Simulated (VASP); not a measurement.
# Cl (Im-3m) in VASP: notebook

Cl is run at these levels: PBEsol; tasks: single point, relaxation of cell and atoms.

Program: VASP 6.6.1. These are calculated values, not measurements. Logs are shortened: lines on timing, memory, paths and dates and some standing lists are left out, and cuts for length are marked.

### 1 The cell of the first run

The structure is cubic, space group Im-3m (No. 229). Conventional cell: a = 2.533 Å, b = 2.533 Å, c = 2.533 Å, α = 90.00°, β = 90.00°, γ = 90.00°. Within 2.9 Å of Cl (site symmetry m-3m) lie 14 Cl at 2.19 to 2.53 Å.

### 2 Single point, PBEsol

INCAR reads:

```
ALGO = Normal
EDIFF = 1E-7
ENCUT = 520
GGA = PS
ISIF = 2
ISMEAR = -1
LASPH = T
LCHARG = F
LREAL = F
LWAVE = F
NBANDS = 10
NELM = 80
PREC = Accurate
SIGMA = 0.1
```

KPOINTS reads:

```
k-points
0
Gamma
  20 20 20
```

POSCAR reads:

```
Cl
1.0
   -1.2662896812      1.2662896812      1.2662896812
    1.2662896812     -1.2662896812      1.2662896812
    1.2662896812      1.2662896812     -1.2662896812
Cl
1
Direct
    0.0000000000      0.0000000000      0.0000000000
```

Potentials or basis: VASP PAW PBE potentials, release 64 (Cl).

Launch:

```sh
$ cat potpaw_PBE.64/Cl/POTCAR > POTCAR
$ mpirun -np 1 vasp_std > vasp.out
```

OUTCAR:

```text
EDIFF = 1E-7
   ENCUT = 520
   GGA = PS
   ISIF = 2
   ISMEAR = -1
   LASPH = T
   LREAL = F
   NELM = 80
   PREC = Accurate

 ion  position               nearest neighbor table
   1  0.000  0.000  0.000-

  LATTYP: Found a body centered cubic cell.
 ALAT       =     2.5325793624

  Lattice vectors:

 A1 = (  -1.2662896812,   1.2662896812,   1.2662896812)
 A2 = (   1.2662896812,  -1.2662896812,   1.2662896812)
 A3 = (   1.2662896812,   1.2662896812,  -1.2662896812)

Analysis of symmetry for initial positions (statically):
=====================================================================
 Subroutine PRICEL returns:
 Original cell was already a primitive cell.

 Routine SETGRP: Setting up the symmetry group for a
 body centered cubic supercell.

 Subroutine GETGRP returns: Found 48 space group operations
 (whereof 48 operations were pure point group operations)
 out of a pool of 48 trial point group operations.

The static configuration has the point symmetry O_h .

Analysis of symmetry for dynamics (positions and initial velocities):
=====================================================================
 Subroutine PRICEL returns:
 Original cell was already a primitive cell.

 Routine SETGRP: Setting up the symmetry group for a
 body centered cubic supercell.

 Subroutine GETGRP returns: Found 48 space group operations
 (whereof 48 operations were pure point group operations)
 out of a pool of 48 trial point group operations.

The dynamic configuration has the point symmetry O_h .

 Subroutine INISYM returns: Found 48 space group operations
 (whereof 48 operations are pure point group operations),
 and found     1 'primitive' translations

----------------------------------------------------------------------------------------

                                     Primitive cell

  volume of cell :       8.1219

  direct lattice vectors                    reciprocal lattice vectors
    -1.266289681  1.266289681  1.266289681     0.000000000  0.394854359  0.394854359
     1.266289681 -1.266289681  1.266289681     0.394854359  0.000000000  0.394854359
     1.266289681  1.266289681 -1.266289681     0.394854359  0.394854359  0.000000000

  length of vectors
     2.193278065  2.193278065  2.193278065     0.558408389  0.558408389  0.558408389

  position of ions in fractional coordinates (direct lattice)
     0.000000000  0.000000000  0.000000000

  ion indices of the primitive-cell ions
   primitive index   ion index
                 1           1

----------------------------------------------------------------------------------------

 KPOINTS: k-points

Automatic generation of k-mesh.
 Grid dimensions read from file:
 generate k-points for:   20   20   20

 Generating k-lattice:

  Cartesian coordinates                     Fractional coordinates (reciprocal lattice)
     0.000000000  0.019742718  0.019742718     0.050000000  0.000000000  0.000000000
     0.019742718  0.000000000  0.019742718     0.000000000  0.050000000  0.000000000
     0.019742718  0.019742718  0.000000000     0.000000000  0.000000000  0.050000000

  Length of vectors
     0.027920419  0.027920419  0.027920419

  Shift w.r.t. Gamma in fractional coordinates (k-lattice)
     0.000000000  0.000000000  0.000000000

 Subroutine IBZKPT returns following result:
 ===========================================

 Found    256 irreducible k-points:

 Following reciprocal coordinates:
            Coordinates               Weight
  0.000000  0.000000  0.000000      1.000000
  0.050000  0.000000  0.000000     12.000000
  0.100000  0.000000  0.000000     12.000000
  0.150000  0.000000  0.000000     12.000000
  0.200000  0.000000  0.000000     12.000000
  0.250000  0.000000  0.000000     12.000000
[... 16 lines left out ...]
  0.200000  0.100000  0.000000     48.000000
  0.250000  0.100000  0.000000     48.000000
 [... further k-points ...]
   k-points           NKPTS =    256   k-points in BZ     NKDIM =    256   number of bands    NBANDS=     10
   number of dos      NEDOS =    301   number of ions     NIONS =      1
   total plane-waves  NPLWV =   4096
   dimension x,y,z NGX =    16 NGY =   16 NGZ =   16
   dimension x,y,z NGXF=    32 NGYF=   32 NGZF=   32
   ions per type =               1
   NGX,Y,Z   is equivalent  to a cutoff of  12.13, 12.13, 12.13 a.u.
   NGXF,Y,Z  is equivalent  to a cutoff of  24.26, 24.26, 24.26 a.u.
 SYSTEM =  unknown system
   PREC   = accura    normal or accurate (medium, high low for compatibility)
   ISTART =      0    job   : 0-new  1-cont  2-samecut
   ICHARG =      2    charge: 1-file 2-atom 10-const
   ISPIN  =      1    spin polarized calculation?
   LNONCOLLINEAR =      F non collinear calculations
   LSORBIT =      F    spin-orbit coupling
   LASPH  =      T    aspherical Exc in radial PAW
   ENCUT  =  520.0 eV  38.22 Ry    6.18 a.u.   4.08  4.08  4.08*2*pi/ulx,y,z
   NELM   =     80;   NELMIN=  2; NELMDL= -5     # of ELM steps
   EDIFF  = 0.1E-06   stopping-criterion for ELM
   LREAL  =      F    real-space projection
   EDIFFG = 0.1E-05   stopping-criterion for IOM
   NSW    =      0    number of steps for IOM
   IBRION =     -1    ionic relax: 0-MD 1-quasi-New 2-CG
   NFREE  =      0    steps in history (QN), initial steepest desc. (CG)
   ISIF   =      2    stress and relaxation
   ISYM   =      2    0-nonsym 1-usesym 2-fastsym
   POTIM  = 0.5000    time-step for ionic-motion
   TEBEG  =    0.0;   TEEND  =   0.0 temperature during run
   PSTRESS=    0.0 pullay stress
   NELECT =       7.0000    total number of electrons
   NUPDOWN=      -1.0000    fix difference up-down
   EMIN   =  10.00;   EMAX   =-10.00  energy-range for DOS
   EFERMI =   0.00;   METHOD = LEGACY
   ISMEAR =    -1;   SIGMA  =   0.10  broadening in eV -4-tet -1-fermi 0-gaus
   EFERMI_NEDOS =   21; number of points for ismear=-14 and -15
   IALGO  =     38    algorithm
   IMIX   =      4    mixing-type and parameters
     AMIX     =   0.40;   BMIX     =  1.00
     AMIX_MAG =   1.60;   BMIX_MAG =  1.00
  volume/ion in A,a.u.               =       8.12        54.81
  Fermi-wavevector in a.u.,A,eV,Ry     =   1.557953  2.944105 33.024314  2.427219
  Thomas-Fermi vector in A             =   2.661528
   LORBIT       =      0    0 simple, 1 ext, 2 COOP (PROOUT), +10 PAW based schemes
   GGA     = PS    functional components
   LHFCALC =     F    Hartree Fock is set to
   AEXX    =    0.0000 exact exchange contribution
   IVDW    =     0    specifies the selected vdW correction
   LEPSILON=     F    determine dielectric tensor
   LRPA    =     F    only Hartree local field effects (RPA)
 non-spin polarized calculation
  energy-cutoff  :      520.00
  volume of cell :        8.12
 maximum number of plane-waves:       236
   NGX =  9   NGY =  9   NGZ =  9

 number of electron       7.0000003 magnetization

 Free energy of the ion-electron system (eV)
  ---------------------------------------------------
  ext. energy  EPLUGINS =         0.00000000
  ---------------------------------------------------
  free energy    TOTEN  =         3.24318970 eV

  energy without entropy =        3.25713026  energy(sigma->0) =        3.25015998

 E-fermi :  20.0452     XC(G=0): -14.8594

 val. band max:       20.0128477833   @ k =  -0.4000   0.4500   0.1000
 cond. band min:      20.0816945090   @ k =   0.1500   0.0500   0.0500
 fundamental gap:      0.0688467257
 Fermi energy:        20.0451902956

 k-point     1 :       0.0000    0.0000    0.0000
  band No.  band energies     occupation
      1      -8.4284      2.00000
      2      23.9270      0.00000
      3      23.9270      0.00000
      4      23.9270      0.00000
      5      32.5895      0.00000
      6      32.5895      0.00000
      7      32.5895      0.00000
      8      38.4894      0.00000
      9      38.4894      0.00000
     10      44.9896      0.00000

 k-point     2 :       0.0500    0.0000    0.0000
  band No.  band energies     occupation
      1      -8.3218      2.00000
      2      23.3201      0.00000
      3      23.5875      0.00000
      4      23.8711      0.00000
      5      32.2796      0.00000
      6      32.6807      0.00000
      7      33.1286      0.00000
      8      37.7390      0.00000
      9      38.3647      0.00000
     10      45.2411      0.00000

 k-point     3 :       0.1000    0.0000    0.0000
  band No.  band energies     occupation
      1      -8.0023      2.00000
      2      21.7175      0.00000
      3      22.7625      0.00000
      4      23.7080      0.00000
      5      31.4874      0.00000
      6      32.5886      0.00000
      7      34.5500      0.00000
      8      36.8133      0.00000
      9      38.1286      0.00000
     10      45.9667      0.00000

 k-point     4 :       0.1500    0.0000    0.0000
  band No.  band energies     occupation
      1      -7.4710      2.00000
      2      19.5100      1.99056
      3      21.7578      0.00000
      4      23.4518      0.00000
      5      30.4669      0.00000
      6      31.8456      0.00000
      7      36.5438      0.00000
      8      36.8192      0.00000
      9      38.0032      0.00000
     10      47.0831      0.00000
[... 222 lines left out ...]
 k-point    22 :       0.1500    0.1000    0.0000
  band No.  band energies     occupation
      1      -6.4140      2.00000
      2      16.8368      2.00000
      3      19.4663      1.99390
      4      22.1320      0.00000
      5      30.0647      0.00000
      6      31.7146      0.00000
      7      36.0043      0.00000
      8      38.2405      0.00000
      9      40.4852      0.00000
     10      49.0221      0.00000

 k-point    23 :       0.2000    0.1000    0.0000
  band No.  band energies     occupation
      1      -5.4701      2.00000
      2      14.4552      2.00000
      3      18.3126      2.00000
      4      21.6081      0.00000
      5      29.3857      0.00000
      6      31.1744      0.00000
      7      36.5006      0.00000
      8      39.9346      0.00000
      9      41.9373      0.00000
     10      50.2402      0.00000

 k-point    24 :       0.2500    0.1000    0.0000
  band No.  band energies     occupation
      1      -4.3278      2.00000
      2      11.9539      2.00000
      3      17.4079      2.00000
      4      21.1162      0.00004
      5      28.7350      0.00000
      6      30.6912      0.00000
      7      37.1425      0.00000
      8      41.5242      0.00000
      9      43.9220      0.00000
     10      50.6464      0.00000

 [... further k-points ...]

------------------------ aborting loop because EDIFF is reached ----------------------------------------

  FORCE on cell =-STRESS in cart. coord.  units (eV):
  Direction    XX          YY          ZZ          XY          YZ          ZX
  --------------------------------------------------------------------------------------
  -------------------------------------------------------------------------------------
  Total       13.6540623     13.6540623     13.6540623     -0.0000000     -0.0000000      0.0000000
  in kB     2693.4769707   2693.4769707   2693.4769707     -0.0000000     -0.0000000      0.0000000
  external PRESSURE =    2693.4769707 kB  Pullay stress =       0.0000000 kB

 VOLUME and BASIS-vectors are now :
 -----------------------------------------------------------------------------
  energy-cutoff  :      520.00
  volume of cell :        8.12
      direct lattice vectors                 reciprocal lattice vectors
    -1.266289681  1.266289681  1.266289681     0.000000000  0.394854359  0.394854359
     1.266289681 -1.266289681  1.266289681     0.394854359  0.000000000  0.394854359
     1.266289681  1.266289681 -1.266289681     0.394854359  0.394854359  0.000000000

 POSITION                                       TOTAL-FORCE (eV/Angst)
 -----------------------------------------------------------------------------------
      0.00000      0.00000      0.00000        -0.000000     -0.000000      0.000000
 -----------------------------------------------------------------------------------
    total drift:                               -0.000000     -0.000000      0.000000

  FREE ENERGIE OF THE ION-ELECTRON SYSTEM (eV)
  ---------------------------------------------------
  free  energy   TOTEN  =         3.2431896963 eV

  energy  without entropy=        3.2571302572  energy(sigma->0) =        3.25015998
```

Run time: 5.3 s. Hardware: 1 thread of Intel Xeon Platinum 8488C (Sapphire Rapids), shared host; peak memory 0.12 GiB.

What came out:

```yaml
Free_energy: 3.2432 eV
Pressure: 269.3 GPa
```

Caveat: the PAW data sets were made with another functional, which shifts forces and pressure a little; an odd number of electrons without spin polarisation forces a metal; a magnetic or distorted state may lie lower.

(Part 1 of 2 ends here.)
